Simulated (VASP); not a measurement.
# Ta3Cu (I4/mmm) in VASP: a series of runs, part 2 of 2

VASP 6.6.1.

## (3) Single point, PBEsol (16.26 Å³/atom)

This run uses another cell than the first one, of 16.26 Å³/atom.

File INCAR:

```
PREC     = Accurate       # precision mode
ENCUT    = 520            # plane-wave cutoff, eV
EDIFF    = 1E-6           # SCF threshold, eV
ISMEAR   = -1             # smearing method
SIGMA    = 0.05           # smearing width, eV
LREAL    = False          # projectors in reciprocal space
LASPH    = True           # aspherical terms in the spheres
NELM     = 80             # most SCF steps
ALGO     = Fast           # electronic algorithm
ISIF     = 2              # what is computed and relaxed
LWAVE    = False          # write WAVECAR
LCHARG   = False          # write CHGCAR
GGA      = PS             # functional
NBANDS   = 30             # bands
```

File KPOINTS:

```
Automatic mesh
0
Gamma
  9 9 9
```

File POSCAR:

```
Ta3Cu
1.0
   -1.9793887163      1.9793887163      4.1512958659
    1.9793887163     -1.9793887163      4.1512958659
    1.9793887163      1.9793887163     -4.1512958659
Ta Cu
3 1
Direct
    0.5000000000      0.5000000000      0.0000000000
    0.2500000000      0.7500000000      0.5000000000
    0.7500000000      0.2500000000      0.5000000000
    0.0000000000      0.0000000000      0.0000000000
```

Potentials or basis: VASP PAW PBE potentials, release 64 (Ta_pv, Cu).

Run with:

```console
> cat potpaw_PBE.64/Ta_pv/POTCAR potpaw_PBE.64/Cu/POTCAR > POTCAR
> mpirun -np 1 vasp_std > vasp.out
```

OUTCAR:

```text
PREC = Accurate
   ENCUT = 520
   EDIFF = 1E-6
   ISMEAR = -1
   LREAL = False
   LASPH = True
   NELM = 80
   ISIF = 2
   GGA = PS

 ion  position               nearest neighbor table
   1  0.500  0.500  0.000-   4 2.80   4 2.80   4 2.80   4 2.80   3 2.87   2 2.87   3 2.87   3 2.87
                             2 2.87   2 2.87   3 2.87   2 2.87
   2  0.250  0.750  0.500-   3 2.80   3 2.80   3 2.80   3 2.80   4 2.87   1 2.87   4 2.87   1 2.87
                             4 2.87   4 2.87   1 2.87   1 2.87
   3  0.750  0.250  0.500-   2 2.80   2 2.80   2 2.80   2 2.80   4 2.87   1 2.87   4 2.87   4 2.87
                             1 2.87   1 2.87   4 2.87   1 2.87
   4  0.000  0.000  0.000-   1 2.80   1 2.80   1 2.80   1 2.80   3 2.87   2 2.87   3 2.87   2 2.87
                             3 2.87   3 2.87   2 2.87   2 2.87

  LATTYP: Found a body centered tetragonal cell.
 ALAT       =     3.9587774326
 C/A-ratio  =     2.0972615594

  Lattice vectors:

 A1 = (  -1.9793887163,   1.9793887163,   4.1512958659)
 A2 = (   1.9793887163,  -1.9793887163,   4.1512958659)
 A3 = (   1.9793887163,   1.9793887163,  -4.1512958659)

Analysis of symmetry for initial positions (statically):
=====================================================================
 Subroutine PRICEL returns:
 Original cell was already a primitive cell.

 Routine SETGRP: Setting up the symmetry group for a
 body centered tetragonal supercell.

 Subroutine GETGRP returns: Found 16 space group operations
 (whereof 16 operations were pure point group operations)
 out of a pool of 16 trial point group operations.

The static configuration has the point symmetry D_4h.

Analysis of symmetry for dynamics (positions and initial velocities):
=====================================================================
 Subroutine PRICEL returns:
 Original cell was already a primitive cell.

 Routine SETGRP: Setting up the symmetry group for a
[... 128 lines left out ...]
   IMIX   =      4    mixing-type and parameters
     AMIX     =   0.40;   BMIX     =  1.00
     AMIX_MAG =   1.60;   BMIX_MAG =  1.00
  volume/ion in A,a.u.               =      16.26       109.76
  Fermi-wavevector in a.u.,A,eV,Ry     =   1.437001  2.715538 28.095652  2.064972
  Thomas-Fermi vector in A             =   2.556127
   LORBIT       =      0    0 simple, 1 ext, 2 COOP (PROOUT), +10 PAW based schemes
   GGA     = PS    functional components
   LHFCALC =     F    Hartree Fock is set to
   AEXX    =    0.0000 exact exchange contribution
   IVDW    =     0    specifies the selected vdW correction
   LEPSILON=     F    determine dielectric tensor
   LRPA    =     F    only Hartree local field effects (RPA)
 non-spin polarized calculation
 RMM-DIIS sequential band-by-band and
  energy-cutoff  :      520.00
  volume of cell :       65.06
 maximum number of plane-waves:      1780
 NGX is ok and might be reduce to    40
   NGX = 19   NGY = 19   NGZ = 19

 number of electron      44.0000008 magnetization

 Free energy of the ion-electron system (eV)
  ---------------------------------------------------
  ext. energy  EPLUGINS =         0.00000000
  ---------------------------------------------------
  free energy    TOTEN  =       -41.28492097 eV

  energy without entropy =      -41.25045099  energy(sigma->0) =      -41.26768598

 E-fermi :   6.2012     XC(G=0): -12.8193

 val. band max:        6.1909275325   @ k =   0.3333   0.3333   0.1111
 cond. band min:       6.2037962237   @ k =  -0.3333  -0.3333   0.2222
 fundamental gap:      0.0128686912
 Fermi energy:         6.2011849957

 k-point     1 :       0.0000    0.0000    0.0000
  band No.  band energies     occupation
      1     -28.3626      2.00000
      2     -28.1944      2.00000
      3     -28.1944      2.00000
      4     -27.9342      2.00000
      5     -27.9342      2.00000
      6     -27.7641      2.00000
[... 781 lines left out ...]
     29      10.3628      0.00000
     30      10.4327      0.00000

 [... further k-points ...]

------------------------ aborting loop because EDIFF is reached ----------------------------------------

  FORCE on cell =-STRESS in cart. coord.  units (eV):
  Direction    XX          YY          ZZ          XY          YZ          ZX
  --------------------------------------------------------------------------------------
  -------------------------------------------------------------------------------------
  Total        0.7887460      0.7887460      0.4381491      0.0000000      0.0000000      0.0000000
  in kB       19.4241450     19.4241450     10.7901304      0.0000000      0.0000000      0.0000000
  external PRESSURE =      16.5461401 kB  Pullay stress =       0.0000000 kB

 VOLUME and BASIS-vectors are now :
 -----------------------------------------------------------------------------
  energy-cutoff  :      520.00
  volume of cell :       65.06
      direct lattice vectors                 reciprocal lattice vectors
    -1.979388716  1.979388716  4.151295866     0.000000000  0.252603239  0.120444318
     1.979388716 -1.979388716  4.151295866     0.252603239  0.000000000  0.120444318
     1.979388716  1.979388716 -4.151295866     0.252603239  0.252603239  0.000000000

 POSITION                                       TOTAL-FORCE (eV/Angst)
 -----------------------------------------------------------------------------------
      0.00000      0.00000      4.15130        -0.000000      0.000000     -0.000000
      1.97939      0.00000      2.07565         0.000000     -0.000000      0.000000
      0.00000      1.97939      2.07565        -0.000000      0.000000      0.000000
      0.00000      0.00000      0.00000        -0.000000      0.000000     -0.000000
 -----------------------------------------------------------------------------------
    total drift:                               -0.000000     -0.000000      0.000000

  FREE ENERGIE OF THE ION-ELECTRON SYSTEM (eV)
  ---------------------------------------------------
  free  energy   TOTEN  =       -41.2849209721 eV

  energy  without entropy=      -41.2504509889  energy(sigma->0) =      -41.26768598
```

stdout:

```text
POSCAR found type information on POSCAR TaCu
 POSCAR found :  2 types and       4 ions
 scaLAPACK will be used
 -----------------------------------------------------------------------------
|                                                                             |
|                                                                             |
|     You enforced a specific xc type in the INCAR file but a different       |
|     I HOPE YOU KNOW WHAT YOU ARE DOING!                                     |
|                                                                             |
 -----------------------------------------------------------------------------

 LDA part: xc-table for (Slater+PW92), standard interpolation
 POSCAR, INCAR and KPOINTS ok, starting setup
 FFT: planning ... GRIDC
 FFT: planning ... GRID_SOFT
 FFT: planning ... GRID
 WAVECAR not read
 entering main loop
```

Run time: 3 min. Hardware: 1 thread of Intel Xeon 6975P-C (Granite Rapids), shared host; peak memory 0.33 GiB.

What came out:

```yaml
Free_energy: -41.2849 eV
Pressure: 1.7 GPa
Band_gap_on_the_k_mesh: zero (bands 22 and 23 overlap by 1.41 eV)
```

Caveat: the PAW data sets were made with another functional, which shifts forces and pressure a little; spin-orbit coupling is left out, which moves the levels of the heavy elements.

## (4) Single point, PBEsol (16.60 Å³/atom)

This run uses another cell than the first one, of 16.60 Å³/atom.

File INCAR:

```
SYSTEM = Ta3Cu
PREC = Accurate
ENCUT = 520
EDIFF = 1E-6
ISMEAR = -1
SIGMA = 0.05
LREAL = .FALSE.
LASPH = .TRUE.
NELM = 60
ALGO = Fast
ISIF = 2
LWAVE = .FALSE.
LCHARG = .FALSE.
GGA = PS
NBANDS = 30
```

File KPOINTS:

```
Automatic mesh
0
G
  9 9 9
  0 0 0
```

File POSCAR:

```
Ta3Cu
1.0
   -1.9930401043      1.9930401043      4.1799263973
    1.9930401043     -1.9930401043      4.1799263973
    1.9930401043      1.9930401043     -4.1799263973
Ta Cu
3 1
Direct
    0.5000000000      0.5000000000      0.0000000000
    0.2500000000      0.7500000000      0.5000000000
    0.7500000000      0.2500000000      0.5000000000
    0.0000000000      0.0000000000      0.0000000000
```

Run with:

```console
> cat potpaw_PBE.64/Ta_pv/POTCAR potpaw_PBE.64/Cu/POTCAR > POTCAR
> mpirun -np 1 vasp_std > vasp.out
```

It took 2.9 min on 1 thread of Intel Xeon 6975P-C (Granite Rapids), shared host; peak memory 0.33 GiB.

It converged, with:

- Free energy: -41.2818 eV
- Pressure: -2.0 GPa
- Band gap on the k mesh: zero (bands 22 and 23 overlap by 1.36 eV)

Stress tensor (GPa, compression positive):
```
-1.80  0.00  0.00
 0.00 -1.80  0.00
 0.00  0.00 -2.46
```

Levels at points of the mesh, in eV from the Fermi level:
| k point | band 20 | band 21 | band 22 | band 23 | band 24 | band 25 |
| --- | --- | --- | --- | --- | --- | --- |
| (0.00, 0.00, 0.00) | -1.69 | -0.18 | -0.18 | 0.06 | 2.08 | 2.28 |

Caveat: the PAW data sets were made with another functional, which shifts forces and pressure a little; spin-orbit coupling is left out, which moves the levels of the heavy elements.

## (5) Single point, PBEsol

This run uses another cell than the first one, of 16.94 Å³/atom.

File INCAR:

```
PREC = Accurate
ENCUT = 520
EDIFF = 1E-6
ISMEAR = -1
SIGMA = 0.05
LREAL = False
LASPH = True
NELM = 80
ALGO = Fast
ISIF = 2
LWAVE = False
LCHARG = True
GGA = PS
LELF = True
LVHAR = True
NBANDS = 30
```

File KPOINTS:

```
Automatic mesh
0
Gamma
  9 9 9
```

File POSCAR:

```
Ta3Cu
1.0
   -2.0065070000      2.0065070000      4.2081700000
    2.0065070000     -2.0065070000      4.2081700000
    2.0065070000      2.0065070000     -4.2081700000
Ta Cu
3 1
Direct
    0.5000000000      0.5000000000      0.0000000000
    0.2500000000      0.7500000000      0.5000000000
    0.7500000000      0.2500000000      0.5000000000
    0.0000000000      0.0000000000      0.0000000000
```

Potentials or basis: VASP PAW PBE potentials, release 64 (Ta_pv, Cu).

Run with:

```console
> cat potpaw_PBE.64/Ta_pv/POTCAR potpaw_PBE.64/Cu/POTCAR > POTCAR
> mpirun -np 1 vasp_std > vasp.out
```

OUTCAR:

```text
PREC = Accurate
   ENCUT = 520
   EDIFF = 1E-6
   ISMEAR = -1
   LREAL = False
   LASPH = True
   NELM = 80
   ISIF = 2
   GGA = PS

 ion  position               nearest neighbor table
   1  0.500  0.500  0.000-   4 2.84   4 2.84   4 2.84   4 2.84   3 2.91   2 2.91   3 2.91   3 2.91
                             2 2.91   2 2.91   3 2.91   2 2.91
   2  0.250  0.750  0.500-   3 2.84   3 2.84   3 2.84   3 2.84   4 2.91   1 2.91   4 2.91   1 2.91
                             4 2.91   4 2.91   1 2.91   1 2.91
   3  0.750  0.250  0.500-   2 2.84   2 2.84   2 2.84   2 2.84   4 2.91   1 2.91   4 2.91   4 2.91
[... 998 lines left out ...]
  --------------------------------------------------------------------------------------
  -------------------------------------------------------------------------------------
  Total       -2.4590926     -2.4590926     -2.6711440      0.0000000      0.0000000      0.0000000
  in kB      -58.1367631    -58.1367631    -63.1499861      0.0000000      0.0000000      0.0000000
  external PRESSURE =     -59.8078375 kB  Pullay stress =       0.0000000 kB

 VOLUME and BASIS-vectors are now :
 -----------------------------------------------------------------------------
  energy-cutoff  :      520.00
  volume of cell :       67.77
      direct lattice vectors                 reciprocal lattice vectors
    -2.006507000  2.006507000  4.208170000     0.000000000  0.249189263  0.118816493
     2.006507000 -2.006507000  4.208170000     0.249189263  0.000000000  0.118816493
     2.006507000  2.006507000 -4.208170000     0.249189263  0.249189263  0.000000000

 POSITION                                       TOTAL-FORCE (eV/Angst)
 -----------------------------------------------------------------------------------
      0.00000      0.00000      4.20817        -0.000000     -0.000000      0.000000
      2.00651      0.00000      2.10408         0.000000     -0.000000     -0.000000
      0.00000      2.00651      2.10408        -0.000000      0.000000      0.000000
      0.00000      0.00000      0.00000        -0.000000     -0.000000      0.000000
 -----------------------------------------------------------------------------------
    total drift:                               -0.000000     -0.000000      0.000000

  FREE ENERGIE OF THE ION-ELECTRON SYSTEM (eV)
  ---------------------------------------------------
  free  energy   TOTEN  =       -41.2465176849 eV

  energy  without entropy=      -41.2120567172  energy(sigma->0) =      -41.22928720
```

stdout:

```text
POSCAR found type information on POSCAR TaCu
 POSCAR found :  2 types and       4 ions
 scaLAPACK will be used
 -----------------------------------------------------------------------------
|                                                                             |
|                                                                             |
|     You enforced a specific xc type in the INCAR file but a different       |
|     I HOPE YOU KNOW WHAT YOU ARE DOING!                                     |
|                                                                             |
 -----------------------------------------------------------------------------

 LDA part: xc-table for (Slater+PW92), standard interpolation
 POSCAR, INCAR and KPOINTS ok, starting setup
 FFT: planning ... GRIDC
 FFT: planning ... GRID_SOFT
 FFT: planning ... GRID
 WAVECAR not read
 entering main loop
```

Wall time 3.2 min (1 thread of Intel Xeon 6975P-C (Granite Rapids), shared host); peak memory 0.33 GiB.

Results:

```
Free energy            : -41.2465 eV
Pressure               : -6.0 GPa
Band gap on the k mesh : zero (bands 22 and 23 overlap by 1.32 eV)
```

Caveat: the cell stands under tension; the PAW data sets were made with another functional, which shifts forces and pressure a little; spin-orbit coupling is left out, which moves the levels of the heavy elements.

## (6) Summary

| cell | gap on the mesh (eV) | pressure (GPa) |
| --- | --- | --- |
| a = 4.972 Å, angles 133.4, 133.4, 68.0°, 4 atoms | none | 6.4 |
| a = 5.007 Å, angles 133.4, 133.4, 68.0°, 4 atoms | none | 1.7 |
| a = 5.041 Å, angles 133.4, 133.4, 68.0°, 4 atoms | none | -2.0 |
| a = 5.076 Å, angles 133.4, 133.4, 68.0°, 4 atoms | none | -6.0 |

Alike in all rows: task single point; level PBEsol; potentials or basis VASP PAW PBE potentials, release 64 (Ta_pv, Cu); no spin polarisation; k mesh 9 × 9 × 9; cutoff (eV) 520; smearing fermi-dirac 0.05 eV.

Caveats: the PAW data sets were made with another functional, which shifts forces and pressure a little; spin-orbit coupling is left out, which moves the levels of the heavy elements; the cell stands under pressure (at least some runs); the cell stands under tension (at least some runs).

Total energies depend on the potentials used, so only differences within one code and one set of settings carry meaning.
